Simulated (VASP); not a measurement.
ZnO, 4 atoms in the cell. The structure is hexagonal, space group P6_3mc (No. 186). The conventional cell has a = 3.202 Å, b = 3.202 Å, c = 5.169 Å, α = 90.00°, β = 90.00°, γ = 120.00°. Within 2.6 Å of Zn (site symmetry 3m) lie 4 O at 1.95 to 1.96 Å. O (site symmetry 3m) has 4 Zn at 1.95 to 1.96 Å within 2.6 Å. 

```yaml
Program: VASP 6.6.1
Task: single point
Functional: PBEsol
Potentials_or_basis: VASP PAW PBE potentials, release 64 (Zn, O)
Cutoff: 520 eV
k_mesh: 8 × 8 × 4
Occupations: gaussian, width 0.01 eV
Spin: no spin polarisation
Dipole_correction: no
Further_INCAR_settings: ALGO = Normal; EDIFF = 1e-07; NBANDS = 26
```

Potentials or basis: VASP PAW PBE potentials, release 64 (Zn, O).

Run with:

```bash
$ cat potpaw_PBE.64/Zn/POTCAR potpaw_PBE.64/O/POTCAR > POTCAR
$ mpirun -np 1 vasp_std > vasp.out
```

Hardware: 1 thread of Intel(R) Xeon(R) Platinum 8559C (Emerald Rapids), with other jobs on the host.

Task: How long does it take, and how much memory?

Result: It took 19 s on 1 thread of Intel(R) Xeon(R) Platinum 8559C (Emerald Rapids), on a shared host, peak memory 0.16 GiB. Counts: scf iterations 16, k points 30.
